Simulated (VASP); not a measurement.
**LiCl: single point with r2SCAN**

The system is LiCl.

```
CELL_PARAMETERS angstrom
0.00000 2.47709 2.47709
2.47709 0.00000 2.47709
2.47709 2.47709 0.00000
ATOMIC_POSITIONS crystal
Li 0.00000 0.00000 0.00000
Cl 0.50000 0.50000 0.50000
```

This cell differs from its parent crystal: volume scaled by 0.91.

| Property | Result |
| --- | --- |
| Program | VASP 6.6.1 |
| Task | single point |
| Functional | r2SCAN |
| Potentials or basis | VASP PAW PBE potentials, release 64 (Li_sv, Cl) |
| Cutoff | 520 eV |
| k mesh | 8 × 8 × 8 |
| Occupations | gaussian, width 0.02 eV |
| Spin | no spin polarisation |

| Quantity | Value |
| --- | --- |
| Band gap on the k mesh | 7.66 eV, indirect (least direct gap 7.98 eV) |

Levels at points of the mesh, in eV from the valence-band top:
```tsv
k point	band 2	band 3	band 4	band 5	band 6	band 7	band 8	band 9
(0.00, 0.00, 0.00)	-14.39	0.00	0.00	0.00	8.03	12.73	12.73	12.73
(0.50, 0.00, 0.00)	-13.66	-3.29	-0.33	-0.33	7.66	10.34	10.34	15.42
(0.50, 0.50, 0.00)	-13.32	-3.45	-1.34	-1.34	8.75	9.05	14.58	16.32
```

It used 62 s of CPU time on 1 thread of AMD EPYC 7R13 Processor (Zen 3), with other jobs on the host.

 A k mesh can miss the band edges.
